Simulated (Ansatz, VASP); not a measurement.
**AlNi: VASP beside Ansatz**

File INCAR:

```
ALGO = Fast ; EDIFF = 1E-6
ENCUT = 520 ; GGA = PS
ISIF = 2 ; ISMEAR = 0
LASPH = T ; LCHARG = T
LELF = T ; LREAL = F
LVHAR = T ; LWAVE = F
NBANDS = 14 ; NELM = 60
PREC = Accurate ; SIGMA = 0.15
```

Contents of KPOINTS:

```
k-points
0
Gamma
  20 20 20
```

File POSCAR:

```
AlNi
1.0
    2.0213280871     -2.0213497883      0.0000000000
    2.0213280871      2.0213497883      0.0000000000
    0.0000000000      0.0000000000      2.8694088109
Al Ni
1 1
Direct
   -0.0000003756     -0.0699641973      0.0000000000
    0.5000000000      0.5000000000      0.5000000000
```

Input for Ansatz:

```yaml
crystal:
  lattice:
    - [2.0213280871, -2.0213497883, 0.0]
    - [2.0213280871, 2.0213497883, 0.0]
    - [0.0, 0.0, 2.8694088109]
  atoms:
    - { symbol: Al, position: [-3.756e-07, -0.0699641973, 0.0] }
    - { symbol: Ni, position: [0.5, 0.5, 0.5] }
basis:
  ecutwfc: 420
kpoints:
  mp_grid: { grid: [20, 20, 20] }
hamiltonian:
  xc: pbesol
scf:
  occupations: { method: gaussian, width: 0.15 }
output:
  forces: true
  stress: true
  eigenvalues: true
```

Alike in both runs: task single point; functional PBEsol; k mesh 20 × 20 × 20; occupations gaussian, width 0.15 eV; no spin polarisation.

|  | VASP | Ansatz |
| --- | --- | --- |
| version | VASP 6.6.1 | Ansatz 0.2.0 |
| potentials or method | VASP PAW PBE potentials, release 64 (Al, Ni), cutoff 520 eV | scalar-relativistic, plane waves, PAW |
| valence electrons in the cell | 13 | 21 |

```tsv
	VASP	Ansatz	Ansatz less VASP
gap on the k mesh at the Fermi level (eV)	none	none	-
pressure (GPa)	3.0	2.8	-0.21
traceless stress, the component that is largest in VASP (GPa)	-1.12	-1.10	+0.016
rms of the force components (eV/Å)	0.721	0.716	-0.0041
```

VASP's potentials were made for PBE, not for PBEsol. Atom by atom the forces differ by 0.004 eV/Å (rms over components). A gap of «none» marks a metal or a gap that the smearing closes. With one functional, cell and mesh, what is left measures potentials, basis and numerics. VASP's potentials hold 13 valence electrons a cell and Ansatz's 21, so a difference there can come from the potentials and not from the codes. Ansatz's warnings: near symmetry operations not taken.
